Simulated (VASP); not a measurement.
Here is a VASP 6.6.1 calculation.

INCAR

```
PREC = Accurate
ENCUT = 500
EDIFF = 1E-7
ISMEAR = 0
SIGMA = 0.1
LREAL = False
LASPH = True
NELM = 120
ALGO = Normal
ISIF = 3
LWAVE = False
LCHARG = False
GGA = PE
IBRION = 2
NSW = 90
EDIFFG = -0.04
GGA_COMPAT = False
NELMIN = 4
```

File KPOINTS:

```
Automatic mesh
0
Gamma
  6 6 4
```

Contents of POSCAR:

```
ScIn3Rh
1.0
    5.7029372639      0.0000000000      0.0000000000
   -2.8514686319      4.9388885467      0.0000000000
    0.0000000000      0.0000000000      4.9278260846
Sc In Rh
1 3 1
Direct
    0.0000000000      0.0000000000      0.5000000000
    0.5000000000      0.0000000000      0.0000000000
    0.0000000000      0.5000000000      0.0000000000
    0.5000000000      0.5000000000      0.0000000000
    0.0000000000      0.0000000000      0.0000000000
```

Potentials or basis: VASP PAW PBE potentials, release 64 (Sc_sv, In_d, Rh_pv).

Command:

```sh
$ cat potpaw_PBE.64/Sc_sv/POTCAR potpaw_PBE.64/In_d/POTCAR potpaw_PBE.64/Rh_pv/POTCAR > POTCAR
$ mpirun -np 1 vasp_std > vasp.out
```

Task: What does it give for the band gap on the k mesh?

Result: Zero (an odd number of electrons rules out a gap without spin polarisation).

Task: Estimate the space group after relaxing (to 0.1 Å).

Result: P6/mmm (No. 191).

Task: Predict the relaxed volume.

Result: 27.82 Å³/atom.

Final structure:
```
CELL_PARAMETERS angstrom
5.72356 0.00000 0.00000
-2.86178 4.95674 0.00000
0.00000 0.00000 4.90242
ATOMIC_POSITIONS crystal
Sc 0.00000 0.00000 0.50000
In 0.50000 0.00000 0.00000
In 0.00000 0.50000 0.00000
In 0.50000 0.50000 0.00000
Rh 0.00000 0.00000 0.00000
```

Caveat: spin-orbit coupling is left out, which moves the levels of the heavy elements.
